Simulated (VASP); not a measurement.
The system is Al.

```
CELL_PARAMETERS angstrom
4.49160 0.00000 0.00000
-2.24580 3.88984 0.00000
0.00000 0.00000 2.72260
ATOMIC_POSITIONS crystal
Al 0.33333 0.66667 0.00000
Al 0.66667 0.33333 0.00000
```

Base run:

| Item | Value |
| --- | --- |
| Program | VASP 6.6.1 |
| Functional | PBE |
| Potentials or basis | VASP PAW PBE potentials, release 64 (Al) |
| Cutoff | 520 eV |
| k mesh | 7 × 7 × 10 |
| Occupations | fermi-dirac, width 0.05 eV |
| Spin | no spin polarisation |

Its results: band gap on the k mesh zero (band 3 reaches 6.66 eV, above the bottom of band 4 at 3.19 eV); pressure 1.6 GPa.

Q: The run is repeated on the same cell with these changes: functional from PBE to PBEsol. What comes out?

A: Band gap on the k mesh zero (band 3 reaches 6.63 eV, above the bottom of band 4 at 3.13 eV); pressure 0.6 GPa.

PBEsol binds more tightly than PBE, so the same cell stands under less pressure.

Caveats: the PAW data sets were made with another functional, which shifts forces and pressure a little (some runs).
